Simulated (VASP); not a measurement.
# P (Cmmm) in VASP: further runs

P is run at these levels: PBE; tasks: single point, relaxation of cell and atoms.

All numbers are computed with VASP 6.6.1; they aren't measurements. Logs are shortened: lines on timing, memory, paths and dates and some standing lists are left out, and cuts for length are marked.

## 1. The cell of the first run

The structure is orthorhombic, space group Cmmm (No. 65). Conventional cell: a = 3.508 Å, b = 3.700 Å, c = 2.841 Å, α = 90.00°, β = 90.00°, γ = 90.00°. Within 3.4 Å of P (site symmetry mmm) lie 6 P at 2.55 to 2.84 Å.

## 2. Single point, PBE

File INCAR:

```
ALGO = Normal
EDIFF = 1E-7
ENCUT = 520
GGA = PE
ISIF = 2
ISMEAR = 0
LASPH = True
LCHARG = True
LELF = True
LREAL = False
LVHAR = True
LWAVE = False
NBANDS = 8
NELM = 80
PREC = Accurate
SIGMA = 0.1
```

File KPOINTS:

```
k-points
0
Gamma
  6 6 6
```

File POSCAR:

```
P
1.0
    1.7539435800     -1.8501295700      0.0000000000
    1.7539435800      1.8501295700      0.0000000000
    0.0000000000      0.0000000000      2.8406879700
P
1
Direct
    0.0000000000      0.0000000000      0.0000000000
```

Potentials or basis: VASP PAW PBE potentials, release 64 (P).

On the command line:

```sh
$ cat potpaw_PBE.64/P/POTCAR > POTCAR
$ mpirun -np 1 vasp_std > vasp.out
```

OUTCAR:

```text
EDIFF = 1E-7
   ENCUT = 520
   GGA = PE
   ISIF = 2
   ISMEAR = 0
   LASPH = True
   LREAL = False
   NELM = 80
   PREC = Accurate

 ion  position               nearest neighbor table
   1  0.000  0.000  0.000-

  LATTYP: Found a base centered orthorhombic cell.
 ALAT       =     3.5078871600
 B/A-ratio  =     1.0548398427
 C/A-ratio  =     0.8098002702

  Lattice vectors:

 A1 = (   1.7539435800,  -1.8501295700,   0.0000000000)
 A2 = (   1.7539435800,   1.8501295700,   0.0000000000)
 A3 = (   0.0000000000,   0.0000000000,   2.8406879700)

Analysis of symmetry for initial positions (statically):
=====================================================================
 Subroutine PRICEL returns:
 Original cell was already a primitive cell.

 Routine SETGRP: Setting up the symmetry group for a
 base centered orthorhombic supercell.

 Subroutine GETGRP returns: Found  8 space group operations
 (whereof  8 operations were pure point group operations)
 out of a pool of  8 trial point group operations.

The static configuration has the point symmetry D_2h.

Analysis of symmetry for dynamics (positions and initial velocities):
=====================================================================
 Subroutine PRICEL returns:
 Original cell was already a primitive cell.

 Routine SETGRP: Setting up the symmetry group for a
 base centered orthorhombic supercell.

 Subroutine GETGRP returns: Found  8 space group operations
 (whereof  8 operations were pure point group operations)
 out of a pool of  8 trial point group operations.

The dynamic configuration has the point symmetry D_2h.

 Subroutine INISYM returns: Found  8 space group operations
 (whereof  8 operations are pure point group operations),
 and found     1 'primitive' translations

----------------------------------------------------------------------------------------

                                     Primitive cell

  volume of cell :      18.4362

  direct lattice vectors                    reciprocal lattice vectors
     1.753943580 -1.850129570  0.000000000     0.285071884 -0.270251342  0.000000000
     1.753943580  1.850129570  0.000000000     0.285071884  0.270251342  0.000000000
     0.000000000  0.000000000  2.840687970     0.000000000  0.000000000  0.352027400

  length of vectors
     2.549371983  2.549371983  2.840687970     0.392812636  0.392812636  0.352027400

  position of ions in fractional coordinates (direct lattice)
     0.000000000  0.000000000  0.000000000

  ion indices of the primitive-cell ions
   primitive index   ion index
                 1           1

----------------------------------------------------------------------------------------

 KPOINTS: k-points

Automatic generation of k-mesh.
 Grid dimensions read from file:
 generate k-points for:    6    6    6

 Generating k-lattice:

  Cartesian coordinates                     Fractional coordinates (reciprocal lattice)
     0.047511981 -0.045041890  0.000000000     0.166666667  0.000000000  0.000000000
     0.047511981  0.045041890  0.000000000     0.000000000  0.166666667  0.000000000
     0.000000000  0.000000000  0.058671233     0.000000000  0.000000000  0.166666667

  Length of vectors
     0.065468773  0.065468773  0.058671233

  Shift w.r.t. Gamma in fractional coordinates (k-lattice)
     0.000000000  0.000000000  0.000000000

 Subroutine IBZKPT returns following result:
 ===========================================

 Found     52 irreducible k-points:

 Following reciprocal coordinates:
            Coordinates               Weight
  0.000000  0.000000  0.000000      1.000000
  0.166667  0.000000  0.000000      4.000000
  0.333333 -0.000000  0.000000      4.000000
  0.500000  0.000000  0.000000      2.000000
  0.166667  0.166667  0.000000      2.000000
  0.333333  0.166667  0.000000      4.000000
[... 16 lines left out ...]
  0.333333  0.333333  0.166667      4.000000
  0.500000  0.333333  0.166667      8.000000
 [... further k-points ...]
   k-points           NKPTS =     52   k-points in BZ     NKDIM =     52   number of bands    NBANDS=      8
   number of dos      NEDOS =    301   number of ions     NIONS =      1
   total plane-waves  NPLWV =   9600
   dimension x,y,z NGX =    20 NGY =   20 NGZ =   24
   dimension x,y,z NGXF=    40 NGYF=   40 NGZF=   48
   ions per type =               1
   NGX,Y,Z   is equivalent  to a cutoff of  13.04, 13.04, 14.05 a.u.
   NGXF,Y,Z  is equivalent  to a cutoff of  26.08, 26.08, 28.09 a.u.
 SYSTEM =  unknown system
   PREC   = accura    normal or accurate (medium, high low for compatibility)
   ISTART =      0    job   : 0-new  1-cont  2-samecut
   ICHARG =      2    charge: 1-file 2-atom 10-const
   ISPIN  =      1    spin polarized calculation?
   LNONCOLLINEAR =      F non collinear calculations
   LSORBIT =      F    spin-orbit coupling
   LASPH  =      T    aspherical Exc in radial PAW
   ENCUT  =  520.0 eV  38.22 Ry    6.18 a.u.   4.74  4.74  5.28*2*pi/ulx,y,z
   NELM   =     80;   NELMIN=  2; NELMDL= -5     # of ELM steps
   EDIFF  = 0.1E-06   stopping-criterion for ELM
   LREAL  =      F    real-space projection
   EDIFFG = 0.1E-05   stopping-criterion for IOM
   NSW    =      0    number of steps for IOM
   IBRION =     -1    ionic relax: 0-MD 1-quasi-New 2-CG
   NFREE  =      0    steps in history (QN), initial steepest desc. (CG)
   ISIF   =      2    stress and relaxation
   ISYM   =      2    0-nonsym 1-usesym 2-fastsym
   POTIM  = 0.5000    time-step for ionic-motion
   TEBEG  =    0.0;   TEEND  =   0.0 temperature during run
   PSTRESS=    0.0 pullay stress
   NELECT =       5.0000    total number of electrons
   NUPDOWN=      -1.0000    fix difference up-down
   EMIN   =  10.00;   EMAX   =-10.00  energy-range for DOS
   EFERMI =   0.00;   METHOD = LEGACY
   ISMEAR =     0;   SIGMA  =   0.10  broadening in eV -4-tet -1-fermi 0-gaus
   EFERMI_NEDOS =   21; number of points for ismear=-14 and -15
   IALGO  =     38    algorithm
   IMIX   =      4    mixing-type and parameters
     AMIX     =   0.40;   BMIX     =  1.00
     AMIX_MAG =   1.60;   BMIX_MAG =  1.00
  volume/ion in A,a.u.               =      18.44       124.41
  Fermi-wavevector in a.u.,A,eV,Ry     =   1.059679  2.002503 15.278254  1.122920
  Thomas-Fermi vector in A             =   2.195033
   LORBIT       =      0    0 simple, 1 ext, 2 COOP (PROOUT), +10 PAW based schemes
   GGA     = PE    functional components
   LHFCALC =     F    Hartree Fock is set to
   AEXX    =    0.0000 exact exchange contribution
   IVDW    =     0    specifies the selected vdW correction
   LEPSILON=     F    determine dielectric tensor
   LRPA    =     F    only Hartree local field effects (RPA)
 non-spin polarized calculation
 Gauss-broadening in eV      SIGMA  =   0.10
  energy-cutoff  :      520.00
  volume of cell :       18.44
 maximum number of plane-waves:       511
   NGX =  9   NGY =  9   NGZ = 11

 number of electron       4.9999999 magnetization

 Free energy of the ion-electron system (eV)
  ---------------------------------------------------
  ext. energy  EPLUGINS =         0.00000000
  ---------------------------------------------------
  free energy    TOTEN  =        -5.07047482 eV

  energy without entropy =       -5.06928149  energy(sigma->0) =       -5.06987815

 E-fermi :   6.7569     XC(G=0): -10.2447

 val. band max:        6.7538447067   @ k =  -0.3333   0.3333   0.3333
 cond. band min:       6.9260114820   @ k =   0.1667   0.1667   0.0000
 fundamental gap:      0.1721667753
 Fermi energy:         6.7568969872

 k-point     1 :       0.0000    0.0000    0.0000
  band No.  band energies     occupation
      1      -7.8473      2.00000
      2       8.2404      0.00000
      3      11.4122      0.00000
      4      11.7649      0.00000
      5      12.6583      0.00000
      6      14.1624      0.00000
      7      18.9007      0.00000
      8      27.3825      0.00000

 k-point     2 :       0.1667    0.0000    0.0000
  band No.  band energies     occupation
      1      -7.2764      2.00000
      2       7.1241      0.00000
      3       8.6877      0.00000
      4      11.9825      0.00000
      5      13.2941      0.00000
      6      16.8094      0.00000
      7      21.6675      0.00000
      8      23.9720      0.00000

 k-point     3 :       0.3333   -0.0000    0.0000
  band No.  band energies     occupation
      1      -5.6518      2.00000
      2       2.3219      2.00000
      3       9.8517      0.00000
      4      13.0168      0.00000
      5      14.6597      0.00000
      6      18.7973      0.00000
      7      19.7225      0.00000
      8      22.4855      0.00000

 k-point     4 :       0.5000    0.0000    0.0000
  band No.  band energies     occupation
      1      -4.0436      2.00000
      2      -0.3781      2.00000
      3      10.7097      0.00000
      4      13.7787      0.00000
      5      15.6701      0.00000
      6      17.7828      0.00000
      7      20.3458      0.00000
      8      20.5487      0.00000

 k-point     5 :       0.1667    0.1667    0.0000
  band No.  band energies     occupation
      1      -6.6512      2.00000
      2       6.9260      0.01677
      3       7.9139      0.00000
      4       9.1673      0.00000
      5      14.3778      0.00000
      6      20.9761      0.00000
      7      22.2645      0.00000
      8      23.9159      0.00000

 k-point     6 :       0.3333    0.1667    0.0000
  band No.  band energies     occupation
      1      -4.9846      2.00000
      2       2.6193      2.00000
      3       8.6196      0.00000
      4      10.3340      0.00000
      5      15.9420      0.00000
      6      19.2057      0.00000
      7      20.0361      0.00000
      8      22.9859      0.00000

 k-point     7 :       0.5000    0.1667    0.0000
  band No.  band energies     occupation
      1      -3.4758      2.00000
      2       0.1372      2.00000
      3       9.8969      0.00000
      4      11.1201      0.00000
      5      16.0615      0.00000
      6      17.6271      0.00000
      7      18.2588      0.00000
      8      21.5612      0.00000

 k-point     8 :      -0.3333    0.1667    0.0000
  band No.  band energies     occupation
      1      -5.1819      2.00000
      2       3.0093      2.00000
      3       9.3758      0.00000
      4      10.2246      0.00000
      5      15.7297      0.00000
      6      17.5409      0.00000
      7      20.3068      0.00000
      8      22.3210      0.00000

 k-point     9 :      -0.1667    0.1667    0.0000
  band No.  band energies     occupation
      1      -6.7612      2.00000
      2       7.2628      0.00000
      3       8.5552      0.00000
      4       9.0936      0.00000
      5      14.3066      0.00000
      6      20.2688      0.00000
      7      20.7760      0.00000
      8      23.7462      0.00000

 k-point    10 :       0.3333    0.3333    0.0000
  band No.  band energies     occupation
      1      -3.2805      2.00000
      2       3.3537      2.00000
      3       4.5124      2.00000
      4      11.4596      0.00000
      5      14.0203      0.00000
      6      18.2700      0.00000
      7      21.0816      0.00000
      8      21.1505      0.00000
[... 78 lines left out ...]
 k-point    18 :       0.1667    0.1667    0.1667
  band No.  band energies     occupation
      1      -6.2598      2.00000
      2       6.1452      2.00000
      3       7.2177      0.00000
      4       8.4569      0.00000
      5      17.7563      0.00000
      6      20.5619      0.00000
      7      21.2071      0.00000
      8      21.6509      0.00000

 k-point    19 :       0.3333    0.1667    0.1667
  band No.  band energies     occupation
      1      -4.5935      2.00000
      2       2.9513      2.00000
      3       7.4989      0.00000
      4       9.1487      0.00000
      5      16.4315      0.00000
      6      19.0338      0.00000
      7      19.9647      0.00000
      8      22.2834      0.00000

 k-point    20 :       0.5000    0.1667    0.1667
  band No.  band energies     occupation
      1      -3.0785      2.00000
      2       0.4766      2.00000
      3       8.4503      0.00000
      4      10.5095      0.00000
      5      14.4665      0.00000
      6      16.6341      0.00000
      7      20.4048      0.00000
      8      23.3125      0.00000

 k-point    21 :      -0.3333    0.1667    0.1667
  band No.  band energies     occupation
      1      -4.7909      2.00000
      2       3.3372      2.00000
      3       7.3996      0.00000
      4       9.8883      0.00000
      5      16.5654      0.00000
      6      17.8165      0.00000
      7      19.4954      0.00000
      8      22.5531      0.00000

 k-point    22 :      -0.1667    0.1667    0.1667
  band No.  band energies     occupation
      1      -6.3697      2.00000
      2       6.0748      2.00000
      3       7.5503      0.00000
      4       9.1031      0.00000
      5      17.6973      0.00000
      6      20.5112      0.00000
      7      20.5402      0.00000
      8      21.9382      0.00000

 k-point    23 :       0.3333    0.3333    0.1667
  band No.  band energies     occupation
      1      -2.8895      2.00000
      2       3.6585      2.00000
      3       4.8467      2.00000
      4       9.0507      0.00000
      5      14.4783      0.00000
      6      17.6968      0.00000
      7      18.0312      0.00000
      8      21.6598      0.00000

 k-point    24 :       0.5000    0.3333    0.1667
  band No.  band energies     occupation
      1      -1.4309      2.00000
      2       1.8351      2.00000
      3       5.6727      2.00000
      4       9.9911      0.00000
      5      11.6264      0.00000
      6      16.0595      0.00000
      7      19.1171      0.00000
      8      22.6428      0.00000

 [... further k-points ...]

------------------------ aborting loop because EDIFF is reached ----------------------------------------

  FORCE on cell =-STRESS in cart. coord.  units (eV):
  Direction    XX          YY          ZZ          XY          YZ          ZX
  --------------------------------------------------------------------------------------
  -------------------------------------------------------------------------------------
  Total       -1.1124752     -1.5512794     -1.8151974     -0.0000000      0.0000000      0.0000000
  in kB      -96.6784354   -134.8122415   -157.7477420     -0.0000000      0.0000000      0.0000000
  external PRESSURE =    -129.7461396 kB  Pullay stress =       0.0000000 kB

 VOLUME and BASIS-vectors are now :
 -----------------------------------------------------------------------------
  energy-cutoff  :      520.00
  volume of cell :       18.44
      direct lattice vectors                 reciprocal lattice vectors
     1.753943580 -1.850129570  0.000000000     0.285071884 -0.270251342  0.000000000
     1.753943580  1.850129570  0.000000000     0.285071884  0.270251342  0.000000000
     0.000000000  0.000000000  2.840687970     0.000000000  0.000000000  0.352027400

 POSITION                                       TOTAL-FORCE (eV/Angst)
 -----------------------------------------------------------------------------------
      0.00000      0.00000      0.00000         0.000000     -0.000000      0.000000
 -----------------------------------------------------------------------------------
    total drift:                               -0.000000     -0.000000      0.000000

  FREE ENERGIE OF THE ION-ELECTRON SYSTEM (eV)
  ---------------------------------------------------
  free  energy   TOTEN  =        -5.0704748175 eV

  energy  without entropy=       -5.0692814864  energy(sigma->0) =       -5.06987815
```

It took 10 s on 1 thread of Intel Xeon 8259CL, shared host; peak memory 0.12 GiB.

What came out:

- Free energy: -5.0705 eV
- Pressure: -13.0 GPa

Stress tensor (GPa, compression positive):
```
 -9.67   0.00   0.00
  0.00 -13.48   0.00
  0.00   0.00 -15.77
```

Caveat: the k points lie up to 0.41 Å⁻¹ apart.

## 3. Relaxation of cell and atoms, PBE

File INCAR:

```
SYSTEM = P
PREC = Accurate
ENCUT = 600
EDIFF = 1E-6
ISMEAR = 0
SIGMA = 0.1
LREAL = .FALSE.
LASPH = .TRUE.
NELM = 80
ALGO = Normal
ISIF = 3
LWAVE = .FALSE.
LCHARG = .FALSE.
GGA = PE
IBRION = 2
NSW = 90
EDIFFG = -0.04
```

File KPOINTS:

```
regular mesh
0
G
  6 6 6
  0 0 0
```

POSCAR is that of step 2.

Potentials or basis: VASP PAW PBE potentials, release 64 (P).

On the command line:

```sh
$ cat potpaw_PBE.64/P/POTCAR > POTCAR
$ mpirun -np 1 vasp_std > vasp.out
```

It took 31 s on 1 thread of Intel Xeon 8259CL, shared host; peak memory 0.12 GiB.

The run converged. Its results:

- Free energy: -5.2995 eV
- Relaxed volume: 14.60 Å³/atom
- Relaxed cell: a = 2.420 Å, b = 2.420 Å, c = 2.494 Å, α = 90.00°, β = 90.00°, γ = 90.13°
- Space group after relaxing (to 0.05 Å): P4/mmm (No. 123)
- Energy gained by relaxing: 228.9 meV/atom
- Ionic steps: 8
- Pressure after relaxing: 0.0 GPa

Stress tensor (GPa, compression positive):
```
 0.13  0.00  0.00
 0.00 -0.26  0.00
 0.00  0.00 -0.01
```

The path:
```tsv
step	energy change (eV)	largest force (eV/Å)	pressure (GPa)	volume (Å³)
1	0.0000	0.0000	-12.96	18.44
2	-0.1984	0.0000	0.53	14.73
3	-0.1988	0.0000	1.73	14.59
4	-0.2158	0.0000	6.04	13.95
5	-0.2243	0.0000	3.34	14.23
6	-0.2276	0.0000	-1.79	14.81
7	-0.2287	0.0000	-0.18	14.61
8	-0.2289	0.0000	-0.05	14.60
```

Final structure:
```yaml
crystal:
  lattice:
    - [1.70912, -1.71288, 0.00000]
    - [1.70912, 1.71288, 0.00000]
    - [0.00000, 0.00000, 2.49352]
  atoms:
    - { symbol: P, position: [0.00000, 0.00000, 0.00000] }
```

Levels at points of the mesh, in eV from the Fermi level:
| k point | band 1 | band 2 | band 3 | band 4 | band 5 | band 6 |
| --- | --- | --- | --- | --- | --- | --- |
| (0.00, 0.00, 0.00) | -16.66 | 4.02 | 5.23 | 5.25 | 6.42 | 6.79 |
| (0.50, 0.00, 0.00) | -12.15 | -8.85 | 6.99 | 8.18 | 9.23 | 13.39 |
| (0.50, 0.50, 0.00) | -7.21 | -5.36 | -5.32 | 0.85 | 9.75 | 16.05 |
| (0.00, 0.00, 0.50) | -12.74 | -8.76 | 7.76 | 7.77 | 9.06 | 14.65 |
| (0.50, 0.00, 0.50) | -7.90 | -5.78 | -5.18 | 0.83 | 10.50 | 16.74 |
| (0.50, 0.50, 0.50) | -2.59 | -2.55 | -1.91 | -1.85 | 4.21 | 4.65 |

Caveat: the k points lie up to 0.43 Å⁻¹ apart in the final cell; the volume moved by over 15 % at a fixed basis, so the end points are rough.
